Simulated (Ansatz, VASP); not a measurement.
Two plane-wave programs on LaH3

```
CELL_PARAMETERS angstrom
0.00000 2.73341 2.73341
2.73341 0.00000 2.73341
2.73341 2.73341 0.00000
ATOMIC_POSITIONS crystal
La 0.00000 0.00000 0.00000
H 0.50000 0.50000 0.50000
H 0.75000 0.75000 0.75000
H 0.25000 0.25000 0.25000
```

Alike in both runs: functional LDA; k mesh 12 × 12 × 12; occupations fermi-dirac, width 0.05 eV; no spin polarisation.

Ansatz relaxed the structure, and its values are those at the end. VASP's run is a single point on that final structure, the one shown.

|  | VASP | Ansatz |
| --- | --- | --- |
| version | VASP 6.6.1 | Ansatz 0.2.0 |
| potentials or method | VASP PAW LDA potentials, release 64 (La, H) | PAW with Ansatz's default frozen-core files, scalar-relativistic |
| plane-wave cutoff (eV) | 520 | 420 |
| valence electrons in the cell | 14 | 14 |

```csv
,VASP,Ansatz,Ansatz less VASP
pressure (GPa),-0.2,0.0,+0.15
```

LDA's correlation is that of Perdew and Zunger in VASP and of Perdew and Wang (1992) in Ansatz.

Neither program's run includes spin-orbit coupling.
